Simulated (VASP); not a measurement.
# PPb2 (Pmn2_1) in VASP: a series of runs, part 2 of 2

VASP 6.6.1. Earlier steps stand in the parts before.

### Step 4. Relaxation of cell and atoms, PBE

This run uses another cell than the first one, of 28.78 Å³/atom.

Contents of INCAR:

```
SYSTEM = PPb2
  ALGO = Normal
  EDIFF = 1E-6
  EDIFFG = -0.04
  ENCUT = 600
  GGA = PE
  IBRION = 2
  ISIF = 3
  ISMEAR = 0
  LASPH = .TRUE.
  LCHARG = .FALSE.
  LREAL = .FALSE.
  LWAVE = .FALSE.
  NELM = 100
  NSW = 90
  PREC = Accurate
  SIGMA = 0.1
```

Contents of KPOINTS:

```
k-points
0
G
  4 2 4
  0 0 0
```

Contents of POSCAR:

```
PPb2
1.0
    4.0110432040      0.0000000000      0.0000000000
    0.0000000000      8.2724125425      0.0000000000
    0.0000000000      0.0000000000      5.2040860751
P Pb
2 4
Direct
    0.5000000000      0.8092296784      0.0908969971
    0.0000000000      0.1907703216      0.5908969971
    0.0000000000      0.5699621778      0.9361147402
    0.5000000000      0.4300378222      0.4361147402
    0.5000000000      0.1448598949      0.9730543936
    0.0000000000      0.8551401051      0.4730543936
```

Potentials or basis: VASP PAW PBE potentials, release 64 (P, Pb_d).

Launch:

```bash
$ cat potpaw_PBE.64/P/POTCAR potpaw_PBE.64/Pb_d/POTCAR > POTCAR
$ mpirun -np 1 vasp_std > vasp.out
```

OUTCAR:

```text
SYSTEM = PPb2
   EDIFF = 1E-6
   EDIFFG = -0.04
   ENCUT = 600
   GGA = PE
   IBRION = 2
   ISIF = 3
   ISMEAR = 0
   LASPH = .TRUE.
   LREAL = .FALSE.
   NELM = 100
   NSW = 90
   PREC = Accurate

 ion  position               nearest neighbor table
   1  0.500  0.809  0.091-   5 2.84   6 2.85   6 2.85   3 2.93   3 2.93
   2  0.000  0.191  0.591-   6 2.84   5 2.85   5 2.85   4 2.93   4 2.93
   3  0.000  0.570  0.936-   1 2.93   1 2.93   6 3.37   4 3.48   4 3.48   4 3.48   4 3.48   6 3.66
                             5 4.05   5 4.05
   4  0.500  0.430  0.436-   2 2.93   2 2.93   5 3.37   3 3.48   3 3.48   3 3.48   3 3.48   5 3.66
                             6 4.05   6 4.05
   5  0.500  0.145  0.973-   1 2.84   2 2.85   2 2.85   4 3.37   4 3.66   3 4.05   3 4.05   6 4.07
                             6 4.07   6 4.07   6 4.07
   6  0.000  0.855  0.473-   2 2.84   1 2.85   1 2.85   3 3.37   3 3.66   4 4.05   4 4.05   5 4.07
                             5 4.07   5 4.07   5 4.07

  LATTYP: Found a simple orthorhombic cell.
 ALAT       =     4.0110432040
 B/A-ratio  =     1.2974395464
 C/A-ratio  =     2.0624092341

  Lattice vectors:

 A1 = (  -4.0110432040,   0.0000000000,   0.0000000000)
 A2 = (   0.0000000000,   0.0000000000,   5.2040860751)
 A3 = (   0.0000000000,   8.2724125425,   0.0000000000)

Analysis of symmetry for initial positions (statically):
=====================================================================
 Subroutine PRICEL returns:
 Original cell was already a primitive cell.

 Routine SETGRP: Setting up the symmetry group for a
 simple orthorhombic supercell.

 Subroutine GETGRP returns: Found  4 space group operations
 (whereof  2 operations were pure point group operations)
 out of a pool of  8 trial point group operations.

The static configuration has the point symmetry C_1h.
 The point group associated with its full space group is C_2v.

Analysis of symmetry for dynamics (positions and initial velocities):
=====================================================================
[... 134 lines left out ...]
  Fermi-wavevector in a.u.,A,eV,Ry     =   1.188078  2.245141 19.205010  1.411528
  Thomas-Fermi vector in A             =   2.324215
   LORBIT       =      0    0 simple, 1 ext, 2 COOP (PROOUT), +10 PAW based schemes
   GGA     = PE    functional components
   LHFCALC =     F    Hartree Fock is set to
   AEXX    =    0.0000 exact exchange contribution
   IVDW    =     0    specifies the selected vdW correction
   LEPSILON=     F    determine dielectric tensor
   LRPA    =     F    only Hartree local field effects (RPA)
 conjugate gradient relaxation of ions
 non-spin polarized calculation
 Gauss-broadening in eV      SIGMA  =   0.10
  energy-cutoff  :      600.00
  volume of cell :      172.68
 maximum number of plane-waves:      5816
   NGX = 17   NGY = 33   NGZ = 21

--------------------------------------- Ionic step        1  -------------------------------------------

 number of electron      66.0000005 magnetization

 Free energy of the ion-electron system (eV)
  ---------------------------------------------------
  ext. energy  EPLUGINS =         0.00000000
  ---------------------------------------------------
  free energy    TOTEN  =       -24.41742153 eV

  energy without entropy =      -24.40279038  energy(sigma->0) =      -24.41010595

------------------------ aborting loop because EDIFF is reached ----------------------------------------

  FORCE on cell =-STRESS in cart. coord.  units (eV):
  Direction    XX          YY          ZZ          XY          YZ          ZX
  --------------------------------------------------------------------------------------
  -------------------------------------------------------------------------------------
  Total       -0.0564167      0.5130414     -0.3561012      0.0000000      0.0000000      0.0000000
  in kB       -0.5234611      4.7602413     -3.3040764      0.0000000      0.0000000      0.0000000
  external PRESSURE =       0.3109013 kB  Pullay stress =       0.0000000 kB
[... 101 lines left out ...]
  FREE ENERGIE OF THE ION-ELECTRON SYSTEM (eV)
  ---------------------------------------------------
  free  energy   TOTEN  =       -24.4250391141 eV

  energy  without entropy=      -24.4112411030  energy(sigma->0) =      -24.41814011

[... ionic steps 4 to 8 ...]

--------------------------------------- Ionic step        9  -------------------------------------------

 number of electron      66.0000011 magnetization

------------------------ aborting loop because EDIFF is reached ----------------------------------------
[... 75 lines left out ...]
--------------------------------------- Ionic step       11  -------------------------------------------

 number of electron      66.0000009 magnetization

 Free energy of the ion-electron system (eV)
  ---------------------------------------------------
  ext. energy  EPLUGINS =         0.00000000
  ---------------------------------------------------
  free energy    TOTEN  =       -24.44220726 eV

  energy without entropy =      -24.42390895  energy(sigma->0) =      -24.43305810

 E-fermi :   6.1994     XC(G=0):  -9.7645

 val. band max:        6.1786428569   @ k =   0.2500   0.0000   0.5000
 cond. band min:       6.2078933722   @ k =   0.0000   0.5000   0.5000
 fundamental gap:      0.0292505153
 Fermi energy:         6.1994085213

 k-point     1 :       0.0000    0.0000    0.0000
  band No.  band energies     occupation
      1     -10.9155      2.00000
      2     -10.8895      2.00000
      3     -10.8228      2.00000
      4     -10.8211      2.00000
      5     -10.7854      2.00000
      6     -10.7805      2.00000
[... 778 lines left out ...]
  FREE ENERGIE OF THE ION-ELECTRON SYSTEM (eV)
  ---------------------------------------------------
  free  energy   TOTEN  =       -24.4422072597 eV

  energy  without entropy=      -24.4239089487  energy(sigma->0) =      -24.43305810

 reached required accuracy - stopping structural energy minimisation
```

It took 12 min on 1 thread of Intel Xeon Platinum 8488C (Sapphire Rapids), shared host; peak memory 0.37 GiB.

What came out:

- Free energy: -24.4422 eV
- Relaxed volume: 28.38 Å³/atom
- Relaxed cell: a = 4.014 Å, b = 8.368 Å, c = 5.069 Å, α = 90.00°, β = 90.00°, γ = 90.00°
- Space group after relaxing (to 0.1 Å): Pmn2_1 (No. 31)
- Energy gained by relaxing: 4.1 meV/atom
- Ionic steps: 11
- Pressure after relaxing: 0.0 GPa
- Largest force after relaxing: 0.026 eV/Å
- Band gap on the k mesh: zero (bands 33 and 34 overlap by 2.02 eV)

Forces on the atoms (eV/Å):
```
P    0.000 -0.012 -0.002
P    0.000  0.012 -0.002
Pb   0.000  0.014  0.022
Pb   0.000 -0.014  0.022
Pb   0.000 -0.015 -0.020
Pb   0.000  0.015 -0.020
```

Stress tensor (GPa, compression positive):
```
-0.07  0.00  0.00
 0.00  0.01  0.00
 0.00  0.00 -0.07
```

The path:
```csv
step,energy change (eV),largest force (eV/Å),pressure (GPa),volume (Å³)
1,0.0000,0.1399,0.03,172.68
2,-0.0047,0.1096,-0.06,172.81
3,-0.0076,0.1019,-0.19,173.04
4,-0.0113,0.1083,0.01,171.98
5,-0.0134,0.1213,0.42,170.17
6,-0.0153,0.1101,0.38,170.19
7,-0.0195,0.0821,0.23,170.27
8,-0.0220,0.0637,-0.06,170.41
9,-0.0221,0.0625,-0.01,170.39
10,-0.0231,0.0491,-0.02,170.36
11,-0.0248,0.0263,-0.04,170.28
```

Final structure:
```yaml
crystal:
  lattice:
    - [4.01398, 0.00000, 0.00000]
    - [0.00000, 8.36830, 0.00000]
    - [0.00000, 0.00000, 5.06924]
  atoms:
    - { symbol: P, position: [0.50000, 0.80972, 0.07366] }
    - { symbol: P, position: [0.00000, 0.19028, 0.57366] }
    - { symbol: Pb, position: [0.00000, 0.56328, 0.95234] }
    - { symbol: Pb, position: [0.50000, 0.43672, 0.45234] }
    - { symbol: Pb, position: [0.50000, 0.14780, 0.97407] }
    - { symbol: Pb, position: [0.00000, 0.85220, 0.47407] }
```

Caveat: the k points lie up to 0.39 Å⁻¹ apart in the final cell, too coarse for converged energies and pressures of a metal; spin-orbit coupling is left out, which moves the levels of the heavy elements.

### Step 5. Summary

```csv
task,cell,cutoff (eV),gap on the mesh (eV),pressure (GPa),largest force (eV/Å)
single point,"a = 4.018, b = 8.336, c = 5.087 Å, 6 atoms, atomic positions A",520,none,0.0,0.02
single point,"a = 4.011, b = 8.272, c = 5.204 Å, 6 atoms, atomic positions B",520,none,0.0,0.14
relaxation of cell and atoms,"relaxed from a = 4.011, b = 8.272, c = 5.204 Å, 6 atoms, atomic positions B",600,none,0.0,0.03
```

Alike in all rows: level PBE; potentials or basis VASP PAW PBE potentials, release 64 (P, Pb_d); no spin polarisation; k mesh 4 × 2 × 4; smearing gaussian 0.1 eV.

Caveats: all runs use coarse meshes; spin-orbit coupling is left out, which moves the levels of the heavy elements.

Absolute energies hang on the potentials; compare differences alone.

The gap in the log of VASP goes by the Fermi energy; the results here count the filled bands.